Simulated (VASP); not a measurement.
# CrRh (P-6m2) in VASP: single point with LDA

Aim: the single point of CrRh with LDA.

Program: VASP 6.6.1. These are calculated values, not measurements. Logs are shortened: lines on timing, memory, paths and dates and some standing lists are left out, and cuts for length are marked.

## Step 1: The cell of the first run

Symmetry: P-6m2, No. 187, hexagonal system. The conventional cell has a = 2.611 Å, b = 2.611 Å, c = 4.115 Å, α = 90.00°, β = 90.00°, γ = 120.00°. Cr (site symmetry -6m2) has 6 Rh at 2.55 Å and 6 Cr at 2.61 Å within 3.4 Å. Rh (site symmetry -6m2) has 6 Cr at 2.55 Å and 6 Rh at 2.61 Å within 3.4 Å.

## Step 2: Single point, LDA, collinear spin, ferromagnetic start

Input file INCAR:

```
PREC     = Accurate       # precision mode
ENCUT    = 520            # plane-wave cutoff, eV
EDIFF    = 1E-6           # SCF threshold, eV
ISMEAR   = -1             # smearing method
SIGMA    = 0.1            # smearing width, eV
LREAL    = F              # projectors in reciprocal space
LASPH    = T              # aspherical terms in the spheres
NELM     = 150            # most SCF steps
ALGO     = Normal         # electronic algorithm
ISIF     = 2              # what is computed and relaxed
LWAVE    = F              # write WAVECAR
LCHARG   = T              # write CHGCAR
ISPIN    = 2              # spin polarisation
MAGMOM   = 3 0            # initial moments
LORBIT   = 11             # projections on sites
LMAXMIX  = 4              # l up to which the mixer works
LELF     = T              # ELF
LVHAR    = T            
NBANDS   = 24             # bands
```

Input file KPOINTS:

```
regular mesh
0
Gamma
  14 14 8
```

Input file POSCAR:

```
CrRh
1.0
    2.6105221475      0.0000000000      0.0000000000
   -1.3052610737      2.2607784969      0.0000000000
    0.0000000000      0.0000000000      4.1154291604
Cr Rh
1 1
Direct
    0.6666666667      0.3333333333      0.5000000000
    0.3333333333      0.6666666667      0.0000000000
```

Potentials or basis: VASP PAW LDA potentials, release 64 (Cr_pv, Rh_pv).

Started as:

```console
$ cat potpaw_LDA.64/Cr_pv/POTCAR potpaw_LDA.64/Rh_pv/POTCAR > POTCAR
$ mpirun -np 1 vasp_std > vasp.out
```

OUTCAR:

```text
PREC = Accurate
   ENCUT = 520
   EDIFF = 1E-6
   ISMEAR = -1
   LREAL = F
   LASPH = T
   NELM = 150
   ISIF = 2
   ISPIN = 2
   LORBIT = 11

 ion  position               nearest neighbor table
   1  0.667  0.333  0.500-   2 2.55   2 2.55   2 2.55   2 2.55   2 2.55   2 2.55
   2  0.333  0.667  0.000-   1 2.55   1 2.55   1 2.55   1 2.55   1 2.55   1 2.55

  LATTYP: Found a hexagonal cell.
 ALAT       =     2.6105221475
 C/A-ratio  =     1.5764773972

  Lattice vectors:

 A1 = (   2.6105221475,   0.0000000000,   0.0000000000)
 A2 = (  -1.3052610737,   2.2607784969,   0.0000000000)
 A3 = (   0.0000000000,   0.0000000000,   4.1154291604)

Analysis of symmetry for initial positions (statically):
=====================================================================
 Subroutine PRICEL returns:
 Original cell was already a primitive cell.

 Routine SETGRP: Setting up the symmetry group for a
 hexagonal supercell.

 Subroutine GETGRP returns: Found 12 space group operations
 (whereof 12 operations were pure point group operations)
 out of a pool of 24 trial point group operations.

The static configuration has the point symmetry D_3h.

Analysis of symmetry for dynamics (positions and initial velocities):
=====================================================================
 Subroutine PRICEL returns:
 Original cell was already a primitive cell.

 Routine SETGRP: Setting up the symmetry group for a
 hexagonal supercell.

 Subroutine GETGRP returns: Found 12 space group operations
 (whereof 12 operations were pure point group operations)
 out of a pool of 24 trial point group operations.

The dynamic configuration has the point symmetry D_3h.

Analysis of structural, dynamic, and magnetic symmetry:
=====================================================================
 Subroutine PRICEL returns:
 Original cell was already a primitive cell.

 Routine SETGRP: Setting up the symmetry group for a
 hexagonal supercell.

 Subroutine GETGRP returns: Found 12 space group operations
 (whereof 12 operations were pure point group operations)
 out of a pool of 24 trial point group operations.

The overall configuration has the point symmetry D_3h.

 Subroutine INISYM returns: Found 12 space group operations
 (whereof 12 operations are pure point group operations),
 and found     1 'primitive' translations

----------------------------------------------------------------------------------------
[... 115 lines left out ...]
  Fermi-wavevector in a.u.,A,eV,Ry     =   1.695883  3.204754 39.130620  2.876019
  Thomas-Fermi vector in A             =   2.776846
   LORBIT       =     11    0 simple, 1 ext, 2 COOP (PROOUT), +10 PAW based schemes
   GGA     = CA    functional components
   LHFCALC =     F    Hartree Fock is set to
   AEXX    =    0.0000 exact exchange contribution
   IVDW    =     0    specifies the selected vdW correction
   LEPSILON=     F    determine dielectric tensor
   LRPA    =     F    only Hartree local field effects (RPA)
 spin polarized calculation
  energy-cutoff  :      520.00
  volume of cell :       24.29
 maximum number of plane-waves:       677
 NGX is ok and might be reduce to    20
   NGX =  9   NGY =  9   NGZ = 15

 number of electron      27.0000007 magnetization       0.0050839

 number of electron      27.0000007 magnetization      -0.0000143

 Free energy of the ion-electron system (eV)
  ---------------------------------------------------
  ext. energy  EPLUGINS =         0.00000000
  ---------------------------------------------------
  free energy    TOTEN  =       -19.39881721 eV

  energy without entropy =      -19.33177279  energy(sigma->0) =      -19.36529500

 E-fermi :  12.0033     XC(G=0): -14.4330

 val. band max:       11.9992820022   @ k =   0.2143   0.0714   0.0000
 cond. band min:      12.0081796803   @ k =   0.0714   0.0714   0.0000
 fundamental gap:      0.0088976780
 Fermi energy:        12.0032888798

 spin component 1

 k-point     1 :       0.0000    0.0000    0.0000
  band No.  band energies     occupation
      1     -34.8438      1.00000
      2     -34.3337      1.00000
      3     -34.3337      1.00000
      4     -30.6509      1.00000
      5     -30.2605      1.00000
      6     -30.2605      1.00000
[... 637 lines left out ...]
     23      27.8314      0.00000
     24      28.2809      0.00000

 [... further k-points ...]

 spin component 2

 k-point     1 :       0.0000    0.0000    0.0000
  band No.  band energies     occupation
      1     -34.8438      1.00000
      2     -34.3337      1.00000
      3     -34.3337      1.00000
      4     -30.6509      1.00000
      5     -30.2605      1.00000
      6     -30.2605      1.00000
[... 637 lines left out ...]
     23      27.8314      0.00000
     24      28.2809      0.00000

 [... further k-points ...]

------------------------ aborting loop because EDIFF is reached ----------------------------------------

  FORCE on cell =-STRESS in cart. coord.  units (eV):
  Direction    XX          YY          ZZ          XY          YZ          ZX
  --------------------------------------------------------------------------------------
  -------------------------------------------------------------------------------------
  Total        0.0856534      0.0856534      0.0920747      0.0000000      0.0000000     -0.0000000
  in kB        5.6500781      5.6500781      6.0736591      0.0000000      0.0000000     -0.0000000
  external PRESSURE =       5.7912718 kB  Pullay stress =       0.0000000 kB

 VOLUME and BASIS-vectors are now :
 -----------------------------------------------------------------------------
  energy-cutoff  :      520.00
  volume of cell :       24.29
      direct lattice vectors                 reciprocal lattice vectors
     2.610522147  0.000000000  0.000000000     0.383065128  0.221162755  0.000000000
    -1.305261074  2.260778497  0.000000000     0.000000000  0.442325509  0.000000000
     0.000000000  0.000000000  4.115429160     0.000000000  0.000000000  0.242988024

 POSITION                                       TOTAL-FORCE (eV/Angst)
 -----------------------------------------------------------------------------------
      1.30526      0.75359      2.05771         0.000000      0.000000      0.000000
     -0.00000      1.50719      0.00000        -0.000000      0.000000      0.000000
 -----------------------------------------------------------------------------------
    total drift:                               -0.000000      0.000000      0.000000

  FREE ENERGIE OF THE ION-ELECTRON SYSTEM (eV)
  ---------------------------------------------------
  free  energy   TOTEN  =       -19.3988172149 eV

  energy  without entropy=      -19.3317727865  energy(sigma->0) =      -19.36529500

 total charge

# of ion       s       p       d       tot
------------------------------------------
    1        0.407   6.357   4.226  10.990
    2        0.485   6.394   7.158  14.037
--------------------------------------------------
tot          0.891  12.751  11.384  25.026

 magnetization (x)

# of ion       s       p       d       tot
------------------------------------------
    1        0.000  -0.000   0.000   0.000
    2       -0.000  -0.000  -0.000  -0.000
--------------------------------------------------
tot          0.000  -0.000   0.000   0.000
```

Run time: 2 min. Hardware: 1 thread of AMD EPYC 7R43 (Zen 3), shared host; peak memory 0.17 GiB.

Results:

```yaml
Free_energy: -19.3988 eV
Pressure: 0.6 GPa
Net_moment: 0.00 μB per cell
Valence_electrons_inside_the_program's_atomic_spheres: Cr 10.99; Rh 14.04
```

Caveat: the starting moments collapsed, and a magnetic state may lie lower.
